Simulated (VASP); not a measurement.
# I (Im-3m) in VASP: single point with LDA

Aim: the single point of I with LDA.

Program: VASP 6.6.1. These are calculated values, not measurements. Logs are shortened: lines on timing, memory, paths and dates and some standing lists are left out, and cuts for length are marked.

## Step 1: The cell of the first run

The structure is cubic, space group Im-3m (No. 229). The conventional cell has a = 4.012 Å, b = 4.012 Å, c = 4.012 Å, α = 90.00°, β = 90.00°, γ = 90.00°. Within 4.6 Å of I (site symmetry m-3m) lie 14 I at 3.47 to 4.01 Å.

## Step 2: Single point, LDA

The input, INCAR:

```
SYSTEM = I
ALGO = Normal
EDIFF = 1E-6
ENCUT = 520
GGA = CA
ISIF = 2
ISMEAR = -1
LASPH = .True.
LCHARG = .True.
LELF = .True.
LREAL = .False.
LVHAR = .True.
LWAVE = .False.
NBANDS = 10
NELM = 80
PREC = Accurate
SIGMA = 0.13605693000000002
```

The input, KPOINTS:

```
k-points
0
Gamma
  12 12 12
  0 0 0
```

The input, POSCAR:

```
I
1.0
   -2.0061063373      2.0061063373      2.0061063373
    2.0061063373     -2.0061063373      2.0061063373
    2.0061063373      2.0061063373     -2.0061063373
I
1
Direct
    0.0000000000      0.0000000000      0.0000000000
```

Potentials or basis: VASP PAW LDA potentials, release 64 (I).

Run with:

```bash
> cat potpaw_LDA.64/I/POTCAR > POTCAR
> mpirun -np 1 vasp_std > vasp.out
```

OUTCAR:

```text
SYSTEM = I
   EDIFF = 1E-6
   ENCUT = 520
   GGA = CA
   ISIF = 2
   ISMEAR = -1
   LASPH = .True.
   LREAL = .False.
   NELM = 80
   PREC = Accurate

 ion  position               nearest neighbor table
   1  0.000  0.000  0.000-

  LATTYP: Found a body centered cubic cell.
 ALAT       =     4.0122126746

  Lattice vectors:

 A1 = (  -2.0061063373,   2.0061063373,   2.0061063373)
 A2 = (   2.0061063373,  -2.0061063373,   2.0061063373)
 A3 = (   2.0061063373,   2.0061063373,  -2.0061063373)

Analysis of symmetry for initial positions (statically):
=====================================================================
 Subroutine PRICEL returns:
 Original cell was already a primitive cell.

 Routine SETGRP: Setting up the symmetry group for a
 body centered cubic supercell.

 Subroutine GETGRP returns: Found 48 space group operations
 (whereof 48 operations were pure point group operations)
 out of a pool of 48 trial point group operations.

The static configuration has the point symmetry O_h .

Analysis of symmetry for dynamics (positions and initial velocities):
=====================================================================
 Subroutine PRICEL returns:
 Original cell was already a primitive cell.

 Routine SETGRP: Setting up the symmetry group for a
 body centered cubic supercell.

 Subroutine GETGRP returns: Found 48 space group operations
 (whereof 48 operations were pure point group operations)
 out of a pool of 48 trial point group operations.

The dynamic configuration has the point symmetry O_h .

 Subroutine INISYM returns: Found 48 space group operations
 (whereof 48 operations are pure point group operations),
 and found     1 'primitive' translations

----------------------------------------------------------------------------------------

                                     Primitive cell

  volume of cell :      32.2940

  direct lattice vectors                    reciprocal lattice vectors
    -2.006106337  2.006106337  2.006106337     0.000000000  0.249239031  0.249239031
     2.006106337 -2.006106337  2.006106337     0.249239031  0.000000000  0.249239031
     2.006106337  2.006106337 -2.006106337     0.249239031  0.249239031  0.000000000

  length of vectors
     3.474678102  3.474678102  3.474678102     0.352477218  0.352477218  0.352477218

[... 75 lines left out ...]
   LASPH  =      T    aspherical Exc in radial PAW
   ENCUT  =  520.0 eV  38.22 Ry    6.18 a.u.   6.46  6.46  6.46*2*pi/ulx,y,z
   NELM   =     80;   NELMIN=  2; NELMDL= -5     # of ELM steps
   EDIFF  = 0.1E-05   stopping-criterion for ELM
   LREAL  =      F    real-space projection
   EDIFFG = 0.1E-04   stopping-criterion for IOM
   NSW    =      0    number of steps for IOM
   IBRION =     -1    ionic relax: 0-MD 1-quasi-New 2-CG
   NFREE  =      0    steps in history (QN), initial steepest desc. (CG)
   ISIF   =      2    stress and relaxation
   ISYM   =      2    0-nonsym 1-usesym 2-fastsym
   POTIM  = 0.5000    time-step for ionic-motion
   TEBEG  =    0.0;   TEEND  =   0.0 temperature during run
   PSTRESS=    0.0 pullay stress
   NELECT =       7.0000    total number of electrons
   NUPDOWN=      -1.0000    fix difference up-down
   EMIN   =  10.00;   EMAX   =-10.00  energy-range for DOS
   EFERMI =   0.00;   METHOD = LEGACY
   ISMEAR =    -1;   SIGMA  =   0.14  broadening in eV -4-tet -1-fermi 0-gaus
   EFERMI_NEDOS =   21; number of points for ismear=-14 and -15
   IALGO  =     38    algorithm
   IMIX   =      4    mixing-type and parameters
     AMIX     =   0.40;   BMIX     =  1.00
     AMIX_MAG =   1.60;   BMIX_MAG =  1.00
  volume/ion in A,a.u.               =      32.29       217.93
  Fermi-wavevector in a.u.,A,eV,Ry     =   0.983408  1.858371 13.158065  0.967091
  Thomas-Fermi vector in A             =   2.114563
   LORBIT       =      0    0 simple, 1 ext, 2 COOP (PROOUT), +10 PAW based schemes
   GGA     = CA    functional components
   LHFCALC =     F    Hartree Fock is set to
   AEXX    =    0.0000 exact exchange contribution
   IVDW    =     0    specifies the selected vdW correction
   LEPSILON=     F    determine dielectric tensor
   LRPA    =     F    only Hartree local field effects (RPA)
 non-spin polarized calculation
  energy-cutoff  :      520.00
  volume of cell :       32.29
 maximum number of plane-waves:       901
 NGX is ok and might be reduce to    28
   NGX = 13   NGY = 13   NGZ = 13

 number of electron       6.9999999 magnetization

 Free energy of the ion-electron system (eV)
  ---------------------------------------------------
  ext. energy  EPLUGINS =         0.00000000
  ---------------------------------------------------
  free energy    TOTEN  =        -1.73357367 eV

  energy without entropy =       -1.64560454  energy(sigma->0) =       -1.68958911

 E-fermi :   5.5546     XC(G=0):  -9.7231

 val. band max:        5.5476071398   @ k =   0.2500   0.0833   0.0833
 cond. band min:       5.5594477136   @ k =  -0.4167  -0.4167   0.0833
 fundamental gap:      0.0118405738
 Fermi energy:         5.5546431120

 k-point     1 :       0.0000    0.0000    0.0000
  band No.  band energies     occupation
      1      -8.5832      2.00000
      2       6.5682      0.00116
      3       6.5682      0.00116
      4       6.5682      0.00116
      5      12.8923      0.00000
      6      15.3319      0.00000
      7      15.3319      0.00000
      8      15.3319      0.00000
      9      17.6374      0.00000
     10      17.6374      0.00000
[... 287 lines left out ...]
 k-point    24 :       0.4167    0.0833    0.0833
  band No.  band energies     occupation
      1      -6.6857      2.00000
      2       0.5629      2.00000
      3       3.9059      1.99999
      4       5.3454      1.64623
      5      12.2916      0.00000
      6      13.2657      0.00000
      7      18.9355      0.00000
      8      19.3673      0.00000
      9      19.3944      0.00000
     10      20.1540      0.00000

 [... further k-points ...]
[... 5 lines left out ...]
  --------------------------------------------------------------------------------------
  -------------------------------------------------------------------------------------
  Total       -0.0753554     -0.0753554     -0.0753554     -0.0000000      0.0000000      0.0000000
  in kB       -3.7385470     -3.7385470     -3.7385470     -0.0000000      0.0000000      0.0000000
  external PRESSURE =      -3.7385470 kB  Pullay stress =       0.0000000 kB

 VOLUME and BASIS-vectors are now :
 -----------------------------------------------------------------------------
  energy-cutoff  :      520.00
  volume of cell :       32.29
      direct lattice vectors                 reciprocal lattice vectors
    -2.006106337  2.006106337  2.006106337     0.000000000  0.249239031  0.249239031
     2.006106337 -2.006106337  2.006106337     0.249239031  0.000000000  0.249239031
     2.006106337  2.006106337 -2.006106337     0.249239031  0.249239031  0.000000000

 POSITION                                       TOTAL-FORCE (eV/Angst)
 -----------------------------------------------------------------------------------
      0.00000      0.00000      0.00000         0.000000     -0.000000      0.000000
 -----------------------------------------------------------------------------------
    total drift:                                0.000000      0.000000     -0.000000

  FREE ENERGIE OF THE ION-ELECTRON SYSTEM (eV)
  ---------------------------------------------------
  free  energy   TOTEN  =        -1.7335736675 eV

  energy  without entropy=       -1.6456045450  energy(sigma->0) =       -1.68958911
```

stdout:

```text
POSCAR found type information on POSCAR I
 POSCAR found :  1 types and       1 ions
 scaLAPACK will be used
 LDA part: xc-table for (Slater(with rela. corr.)+CA(PZ))
 , standard interpolation
 POSCAR, INCAR and KPOINTS ok, starting setup
 FFT: planning ... GRIDC
 FFT: planning ... GRID_SOFT
 FFT: planning ... GRID
 WAVECAR not read
 entering main loop
```

Run time: 17 s. Hardware: 1 thread of AMD EPYC 7R13 (Zen 3), shared host; peak memory 0.12 GiB.

Results:

| Quantity | Value |
| --- | --- |
| Free energy | -1.7336 eV |
| Pressure | -0.4 GPa |

Levels at points of the mesh, in eV from the Fermi level:
```csv
k point,band 1,band 2,band 3,band 4,band 5,band 6,band 7,band 8
"(0.00, 0.00, 0.00)",-14.14,1.01,1.01,1.01,7.34,9.78,9.78,9.78
"(0.50, 0.00, 0.00)",-12.31,-5.23,-0.94,0.56,5.45,6.88,12.75,13.66
"(0.50, 0.50, 0.50)",-11.10,-3.06,-3.06,-3.06,3.86,3.86,16.72,16.72
```

Caveat: spin-orbit coupling is left out, which moves the levels of the heavy elements; an odd number of electrons without spin polarisation forces a metal; a magnetic or distorted state may lie lower.
